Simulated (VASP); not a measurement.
Write the native input for VASP 6.6.1 that does the following.

* Task: single point
* Functional: PBE
* Potentials or basis: VASP PAW PBE potentials, release 64 (K_sv, Sm_3), 4f in core
* Cutoff: 500 eV
* k mesh: 6 × 4 × 2
* Occupations: gaussian, width 0.2 eV
* Spin: no spin polarisation
* Dipole correction: no
* Mended: yes
* Further INCAR settings: ALGO = Normal; EDIFF = 1e-06; NBANDS = 38

The structure of K2Sm lies in POSCAR:

```
K2Sm
1.0
    0.0020453531      0.0056058554      3.7030973874
    6.9381504838     -0.0090830013      0.0037205776
   -0.0156400466     12.0112507621      0.0175849674
K Sm
4 2
Direct
    0.5037977416      1.0014926909      0.3331791429
    0.4838091711      0.4983751945      0.8332127427
    0.5069647932      0.5008239259      0.1660302125
    0.5048828459      0.9991090166      0.6670920450
    0.0001391226      0.9994761786      0.0004304010
    1.0004063256      0.5007229934      0.5000554559
```

The input as run:

INCAR

```
SYSTEM = K2Sm
PREC = Accurate
ENCUT = 500
EDIFF = 1E-6
ISMEAR = 0
SIGMA = 0.2
LREAL = .False.
LASPH = .True.
NELM = 200
ALGO = Normal
ISIF = 2
LWAVE = .False.
LCHARG = .True.
GGA = PE
LELF = .True.
LVHAR = .True.
NBANDS = 38
GGA_COMPAT = .False.
LMAXMIX = 6
```

KPOINTS

```
Automatic mesh
0
Gamma
  6 4 2
  0 0 0
```

Potentials or basis: VASP PAW PBE potentials, release 64 (K_sv, Sm_3), 4f in core.

Command:

```bash
$ cat potpaw_PBE.64/K_sv/POTCAR potpaw_PBE.64/Sm_3/POTCAR > POTCAR
$ mpirun -np 1 vasp_std > vasp.out
```

Results of the run:

```json
{
  "Pressure": "0.0 GPa",
  "Largest force": "0.010 eV/Å",
  "Band gap on the k mesh": "zero (bands 29 and 30 overlap by 0.79 eV)"
}
```

Caveat: spin-orbit coupling is left out, which moves the levels of the heavy elements; the 4f electrons are frozen in the core, so they carry no moment and show no levels.

It took 2.3 min on 1 thread of Intel(R) Xeon(R) 6975P-C (Granite Rapids), on a shared host, peak memory 0.51 GiB.
